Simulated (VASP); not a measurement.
# SnSe (Pnma) in VASP: a series of runs, part 2 of 2

VASP 6.6.1. Earlier steps stand in the parts before.

## (4) Single point, PBE+D3(BJ)

This run uses another cell than the first one, of 25.37 Å³/atom, 1.099 times its volume.

File INCAR:

```
PREC = Accurate ; ENCUT = 500
EDIFF = 1E-6 ; ISMEAR = 0
SIGMA = 0.02 ; LREAL = F
LASPH = T ; NELM = 120
ALGO = Normal ; ISIF = 2
LWAVE = F ; LCHARG = F
GGA = PE ; IVDW = 12
NBANDS = 50 ; GGA_COMPAT = F
```

File KPOINTS:

```
Automatic mesh
0
Gamma
  4 8 8
```

File POSCAR:

```
SnSe
1.0
   11.3634397310      0.0000000000      0.0000000000
    0.0000000000      4.1468233628      0.0000000000
    0.0000000000      0.0000000000      4.3072005451
Sn Se
4 4
Direct
    0.1169417950      0.2500000000      0.0828087102
    0.3830582050      0.7500000000      0.5828087102
    0.6169417950      0.2500000000      0.4171912898
    0.8830582050      0.7500000000      0.9171912898
    0.3580296040      0.2500000000      0.0212029617
    0.1419703960      0.7500000000      0.5212029617
    0.8580296040      0.2500000000      0.4787970383
    0.6419703960      0.7500000000      0.9787970383
```

Potentials or basis: VASP PAW PBE potentials, release 64 (Sn_d, Se).

Launch:

```console
$ cat potpaw_PBE.64/Sn_d/POTCAR potpaw_PBE.64/Se/POTCAR > POTCAR
$ mpirun -np 1 vasp_std > vasp.out
```

OUTCAR:

```text
PREC = Accurate
   ENCUT = 500
   EDIFF = 1E-6
   ISMEAR = 0
   LREAL = F
   LASPH = T
   NELM = 120
   ISIF = 2
   GGA = PE
   IVDW = 12
 IVDW          = 12

 ion  position               nearest neighbor table
   1  0.117  0.250  0.083-   5 2.75   6 2.82   6 2.82   6 3.20   6 3.20   4 3.45   4 3.45
   2  0.383  0.750  0.583-   6 2.75   5 2.82   5 2.82   5 3.20   5 3.20   3 3.45   3 3.45
   3  0.617  0.250  0.417-   7 2.75   8 2.82   8 2.82   8 3.20   8 3.20   2 3.45   2 3.45
   4  0.883  0.750  0.917-   8 2.75   7 2.82   7 2.82   7 3.20   7 3.20   1 3.45   1 3.45
   5  0.358  0.250  0.021-   1 2.75   2 2.82   2 2.82   2 3.20   2 3.20
   6  0.142  0.750  0.521-   2 2.75   1 2.82   1 2.82   1 3.20   1 3.20
   7  0.858  0.250  0.479-   3 2.75   4 2.82   4 2.82   4 3.20   4 3.20
   8  0.642  0.750  0.979-   4 2.75   3 2.82   3 2.82   3 3.20   3 3.20

  LATTYP: Found a simple orthorhombic cell.
 ALAT       =     4.1468233628
 B/A-ratio  =     1.0386747079
 C/A-ratio  =     2.7402758056

  Lattice vectors:

 A1 = (   0.0000000000,   4.1468233628,   0.0000000000)
 A2 = (   0.0000000000,   0.0000000000,   4.3072005451)
 A3 = (  11.3634397310,   0.0000000000,   0.0000000000)

[... 198 lines left out ...]
      1     -15.3814      2.00000
      2     -15.3697      2.00000
      3     -15.3655      2.00000
      4     -15.3641      2.00000
      5     -15.3600      2.00000
      6     -15.3598      2.00000
[... 1261 lines left out ...]
     49      10.2335      0.00000
     50      10.2335      0.00000

 [... further k-points ...]

------------------------ aborting loop because EDIFF is reached ----------------------------------------

 Edisp (eV)   -3.04978

 E8    (eV) :    -1.3746

  FORCE on cell =-STRESS in cart. coord.  units (eV):
  Direction    XX          YY          ZZ          XY          YZ          ZX
  --------------------------------------------------------------------------------------
  -------------------------------------------------------------------------------------
  Total       1.70424     1.67394     1.67378     0.00000    -0.00000     0.00000
  in kB      13.45306    13.21389    13.21262     0.00000    -0.00000     0.00000
  external pressure =       13.29 kB  Pullay stress =        0.00 kB

 VOLUME and BASIS-vectors are now :
 -----------------------------------------------------------------------------
  energy-cutoff  :      500.00
  volume of cell :      202.96
      direct lattice vectors                 reciprocal lattice vectors
    11.363439731  0.000000000  0.000000000     0.088001523  0.000000000  0.000000000
     0.000000000  4.146823363  0.000000000     0.000000000  0.241148444  0.000000000
     0.000000000  0.000000000  4.307200545     0.000000000  0.000000000  0.232169361

 POSITION                                       TOTAL-FORCE (eV/Angst)
 -----------------------------------------------------------------------------------
      1.32886      1.03671      0.35667        -0.013093     -0.000000     -0.009491
      4.35286      3.11012      2.51027         0.013093      0.000000     -0.009491
      7.01058      1.03671      1.79693        -0.013093     -0.000000      0.009491
     10.03458      3.11012      3.95053         0.013093      0.000000      0.009491
      4.06845      1.03671      0.09133         0.008955     -0.000000      0.008534
      1.61327      3.11012      2.24493        -0.008955     -0.000000      0.008534
      9.75017      1.03671      2.06227         0.008955     -0.000000     -0.008534
      7.29499      3.11012      4.21588        -0.008955      0.000000     -0.008534
 -----------------------------------------------------------------------------------
    total drift:                                0.000000      0.000000     -0.000000

  FREE ENERGIE OF THE ION-ELECTRON SYSTEM (eV)
  ---------------------------------------------------
  free  energy   TOTEN  =       -35.7036860869 eV

  energy  without entropy=      -35.7036860869  energy(sigma->0) =      -35.70368609
```

OSZICAR:

```text
N       E                     dE             d eps       ncg     rms          rms(c)
DAV:   1     0.865854147232E+03    0.86585E+03   -0.35969E+04  8082   0.206E+03
DAV:   2     0.117303926342E+03   -0.74855E+03   -0.72381E+03  7508   0.590E+02
DAV:   3    -0.231757730426E+02   -0.14048E+03   -0.13388E+03  8804   0.202E+02
DAV:   4    -0.330117162901E+02   -0.98359E+01   -0.96285E+01  8862   0.537E+01
DAV:   5    -0.333426958847E+02   -0.33098E+00   -0.32957E+00  8836   0.104E+01    0.662E+00
DAV:   6    -0.326649108855E+02    0.67778E+00   -0.11477E+00 10362   0.561E+00    0.413E+00
DAV:   7    -0.326583618777E+02    0.65490E-02   -0.57910E-01  9882   0.273E+00    0.146E+00
DAV:   8    -0.326536249751E+02    0.47369E-02   -0.66142E-02  9728   0.163E+00    0.342E-01
DAV:   9    -0.326538138259E+02   -0.18885E-03   -0.80018E-03  9406   0.599E-01    0.103E-01
DAV:  10    -0.326538694517E+02   -0.55626E-04   -0.83298E-04  9790   0.153E-01    0.558E-02
DAV:  11    -0.326539258336E+02   -0.56382E-04   -0.27446E-04  9732   0.954E-02    0.226E-02
DAV:  12    -0.326539102189E+02    0.15615E-04   -0.38506E-05  9378   0.348E-02    0.904E-03
DAV:  13    -0.326539101667E+02    0.52127E-07   -0.69882E-06  7108   0.916E-03
   1 F= -.35703686E+02 E0= -.35703686E+02  d E =-.763254E-19
```

Wall time 17 min (1 thread of Intel Xeon 8259CL, shared host); peak memory 0.64 GiB.

Results:

```
Free energy                : -35.7037 eV
Pressure                   : 1.3 GPa
Largest force              : 0.016 eV/Å
Band gap on the k mesh     : 0.41 eV, indirect (least direct gap 0.77 eV)
Dispersion energy per atom : -0.381 eV
```

Forces on the atoms (eV/Å):
```
Sn  -0.013  0.000 -0.009
Sn   0.013  0.000 -0.009
Sn  -0.013  0.000  0.009
Sn   0.013  0.000  0.009
Se   0.009  0.000  0.009
Se  -0.009  0.000  0.009
Se   0.009  0.000 -0.009
Se  -0.009  0.000 -0.009
```

Caveat: spin-orbit coupling is left out, which moves the levels of the heavy elements.

## (5) Summary

| cell | k mesh | cutoff (eV) | smearing | gap on the mesh (eV) | pressure (GPa) | largest force (eV/Å) |
| --- | --- | --- | --- | --- | --- | --- |
| a = 11.044, b = 4.060, c = 4.119 Å, 8 atoms | 4 × 8 × 8 | 520 | gaussian 0.02 eV | none | 6.5 | 0.02 |
| a = 11.420, b = 4.190, c = 4.460 Å, 8 atoms | 2 × 4 × 4 | 520 | gaussian 0.1 eV | 1.08 | 0.2 | 0.29 |
| a = 11.363, b = 4.147, c = 4.307 Å, 8 atoms | 4 × 8 × 8 | 500 | gaussian 0.02 eV | 0.41 | 1.3 | 0.02 |

Alike in all rows: task single point; level PBE+D3(BJ); potentials or basis VASP PAW PBE potentials, release 64 (Sn_d, Se); no spin polarisation.

Caveats: spin-orbit coupling is left out, which moves the levels of the heavy elements; pairwise dispersion overbinds metals, which lowers pressure and volume (some runs).

Total energies depend on the potentials used, so only differences within one code and one set of settings carry meaning.

## (6) Against experiment

Step 3. A measured gap of SnSe is 0.99 eV (indirect; 20 K; “Linear dichroism of the optical properties of SnS and SnSe van der Waals crystals”, 2024, arxiv:2409.17412); the calculated 1.08 eV misses it by +0.09 eV. 2 values of this kind are on record (0.89 to 0.99 eV); this one was drawn at random. Spin-orbit coupling on Se, Sn is left out. The value is that of PBE+D3(BJ) on a finite k mesh, which can miss the band edges, without temperature or zero-point motion.

Step 4. Measured gap of SnSe: 0.89 eV (indirect; 300 K; “Linear dichroism of the optical properties of SnS and SnSe van der Waals crystals”, 2024, arxiv:2409.17412). This calculation gives 0.41 eV (-0.48 eV). 2 values of this kind are on record (0.89 to 0.99 eV); this one was drawn at random. Spin-orbit coupling on Se, Sn is left out. The value is that of PBE+D3(BJ) on a finite k mesh, which can miss the band edges, without temperature or zero-point motion. Semilocal functionals fall short of measured gaps as a rule.
